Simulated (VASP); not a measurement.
# O2 in VASP: further runs, part 2 of 2

VASP 6.6.1. The steps go on from the part before.

## 3. Single point, PBE0, collinear spin, ferromagnetic start

POSCAR reads:

```
O
1.0
   11.0000000000      0.0000000000      0.0000000000
    0.0000000000     11.5000000000      0.0000000000
    0.0000000000      0.0000000000     12.0000000000
O
2
Direct
    0.5000000000      0.5000000000      0.4495810000
    0.5000000000      0.5000000000      0.5504190000
```

INCAR.step1 reads:

```
ALGO     = Normal         # electronic algorithm
EDIFF    = 1E-5           # SCF threshold, eV
ENCUT    = 520            # plane-wave cutoff, eV
GGA      = PE             # functional
ISIF     = 2              # what is computed and relaxed
ISMEAR   = -1             # smearing method
ISPIN    = 2              # spin polarisation
LASPH    = True           # aspherical terms in the spheres
LCHARG   = False          # write CHGCAR
LORBIT   = 11             # projections on sites
LREAL    = False          # projectors in reciprocal space
LWAVE    = True           # write WAVECAR
MAGMOM   = 1 1            # initial moments
NBANDS   = 17             # bands
NELM     = 150            # most SCF steps
PREC     = Accurate       # precision mode
SIGMA    = 0.05           # smearing width, eV
```

INCAR.step2 reads:

```
AEXX     = 0.25           # exact-exchange fraction
ALGO     = Normal         # electronic algorithm
EDIFF    = 1E-6           # SCF threshold, eV
ENCUT    = 520            # plane-wave cutoff, eV
GGA      = PE             # functional
ISIF     = 2              # what is computed and relaxed
ISMEAR   = -1             # smearing method
ISPIN    = 2              # spin polarisation
ISTART   = 1            
LASPH    = True           # aspherical terms in the spheres
LCHARG   = False          # write CHGCAR
LHFCALC  = True           # exact exchange
LORBIT   = 11             # projections on sites
LREAL    = False          # projectors in reciprocal space
LWAVE    = False          # write WAVECAR
MAGMOM   = 1 1            # initial moments
NBANDS   = 17             # bands
NELM     = 150            # most SCF steps
PREC     = Accurate       # precision mode
PRECFOCK = Normal       
SIGMA    = 0.05           # smearing width, eV
```

KPOINTS reads:

```
k-points
0
Gamma
  1 1 1
```

Potentials or basis: VASP PAW PBE potentials, release 64 (O).

Command:

```console
$ cat potpaw_PBE.64/O/POTCAR > POTCAR
$ cp INCAR.step1 INCAR
$ mpirun -np 1 vasp_gam > vasp.out
$ cp INCAR.step2 INCAR
$ mpirun -np 1 vasp_gam > vasp.out
```

OUTCAR:

```text
AEXX = 0.25
   EDIFF = 1E-6
   ENCUT = 520
   GGA = PE
   ISIF = 2
   ISMEAR = -1
   ISPIN = 2
   ISTART = 1
   LASPH = True
   LHFCALC = True
   LORBIT = 11
   LREAL = False
   NELM = 150
   PREC = Accurate
   PRECFOCK = Normal

 ion  position               nearest neighbor table
   1  0.500  0.500  0.450-   2 1.21
   2  0.500  0.500  0.550-   1 1.21

  LATTYP: Found a simple orthorhombic cell.
 ALAT       =    11.0000000000
 B/A-ratio  =     1.0454545455
 C/A-ratio  =     1.0909090909

  Lattice vectors:

 A1 = (  11.0000000000,   0.0000000000,   0.0000000000)
 A2 = (   0.0000000000,  11.5000000000,   0.0000000000)
 A3 = (   0.0000000000,   0.0000000000,  12.0000000000)

Analysis of symmetry for initial positions (statically):
=====================================================================
 Subroutine PRICEL returns:
 Original cell was already a primitive cell.

 Routine SETGRP: Setting up the symmetry group for a
 simple orthorhombic supercell.

 Subroutine GETGRP returns: Found  8 space group operations
 (whereof  8 operations were pure point group operations)
 out of a pool of  8 trial point group operations.

The static configuration has the point symmetry D_2h.

Analysis of symmetry for dynamics (positions and initial velocities):
=====================================================================
 Subroutine PRICEL returns:
 Original cell was already a primitive cell.

 Routine SETGRP: Setting up the symmetry group for a
 simple orthorhombic supercell.

 Subroutine GETGRP returns: Found  8 space group operations
 (whereof  8 operations were pure point group operations)
 out of a pool of  8 trial point group operations.

The dynamic configuration has the point symmetry D_2h.

Analysis of structural, dynamic, and magnetic symmetry:
=====================================================================
 Subroutine PRICEL returns:
 Original cell was already a primitive cell.

 Routine SETGRP: Setting up the symmetry group for a
 simple orthorhombic supercell.
[... 131 lines left out ...]
  ext. energy  EPLUGINS =         0.00000000
  ---------------------------------------------------
  free energy    TOTEN  =       -15.06820449 eV

  energy without entropy =      -15.06820449  energy(sigma->0) =      -15.06820449

 E-fermi :  -7.7245     XC(G=0):  -0.3119

 val. band max:       -8.9850584201   @ k =   0.0000   0.0000   0.0000
 cond. band min:      -2.8780701964   @ k =   0.0000   0.0000   0.0000
 fundamental gap:      6.1069882237
 Fermi energy:        -7.7245355521

 spin component 1

 k-point     1 :       0.0000    0.0000    0.0000
  band No.  band energies     occupation
      1     -36.6170      1.00000
      2     -23.6691      1.00000
      3     -15.9861      1.00000
      4     -15.9860      1.00000
      5     -15.4472      1.00000
      6      -8.9852      1.00000
[... 9 lines left out ...]
     16       2.0071      0.00000
     17       2.0732      0.00000
 Fermi energy:        -7.7245355521

 spin component 2

 k-point     1 :       0.0000    0.0000    0.0000
  band No.  band energies     occupation
      1     -34.9511      1.00000
      2     -21.0384      1.00000
      3     -14.3556      1.00000
      4     -12.9303      1.00000
      5     -12.9301      1.00000
      6      -2.8781      0.00000
[... 9 lines left out ...]
     16       2.0554      0.00000
     17       2.1298      0.00000

------------------------ aborting loop because EDIFF is reached ----------------------------------------

  FORCE on cell =-STRESS in cart. coord.  units (eV):
  Direction    XX          YY          ZZ          XY          YZ          ZX
  --------------------------------------------------------------------------------------
  -------------------------------------------------------------------------------------
  Total       -0.0812051     -0.0814951     -0.1489568      0.0000000      0.0000000      0.0000000
  in kB       -0.0857081     -0.0860143     -0.1572169      0.0000000      0.0000000      0.0000000
  external PRESSURE =      -0.1096464 kB  Pullay stress =       0.0000000 kB

 VOLUME and BASIS-vectors are now :
 -----------------------------------------------------------------------------
  energy-cutoff  :      520.00
  volume of cell :     1518.00
      direct lattice vectors                 reciprocal lattice vectors
    11.000000000  0.000000000  0.000000000     0.090909091  0.000000000  0.000000000
     0.000000000 11.500000000  0.000000000     0.000000000  0.086956522  0.000000000
     0.000000000  0.000000000 12.000000000     0.000000000  0.000000000  0.083333333

 POSITION                                       TOTAL-FORCE (eV/Angst)
 -----------------------------------------------------------------------------------
      5.50000      5.75000      5.39497         0.000000      0.000000      0.030885
      5.50000      5.75000      6.60503         0.000000      0.000000     -0.030885
 -----------------------------------------------------------------------------------
    total drift:                                0.000000     -0.000000      0.000000

  FREE ENERGIE OF THE ION-ELECTRON SYSTEM (eV)
  ---------------------------------------------------
  free  energy   TOTEN  =       -15.0682044932 eV

  energy  without entropy=      -15.0682044932  energy(sigma->0) =      -15.06820449

 total charge

# of ion       s       p       d       tot
------------------------------------------
    1        1.617   3.320   0.000   4.937
    2        1.617   3.320   0.000   4.937
--------------------------------------------------
tot          3.235   6.640   0.000   9.875

 magnetization (x)

# of ion       s       p       d       tot
------------------------------------------
    1        0.015   0.816   0.000   0.831
    2        0.015   0.816   0.000   0.831
--------------------------------------------------
tot          0.029   1.633   0.000   1.662
```

Run time: 8.9 min. Hardware: 1 thread of Intel Xeon Platinum 8259CL at 2.50GHz (Skylake/Cascade Lake), shared host; peak memory 1.6 GiB.

What came out:

```yaml
Free_energy: -15.0682 eV
Largest_force: 0.031 eV/Å
Net_moment: 2.00 μB per cell
Site_moments: O +0.83 μB
Valence_electrons_inside_the_program's_atomic_spheres: O 4.94
```

Forces on the atoms (eV/Å):
```
O    0.000  0.000  0.031
O    0.000  0.000 -0.031
```

Caveat: the standard files for N, O and F lose accuracy on very short bonds; the PAW data sets were made with another functional, which shifts forces and pressure a little.
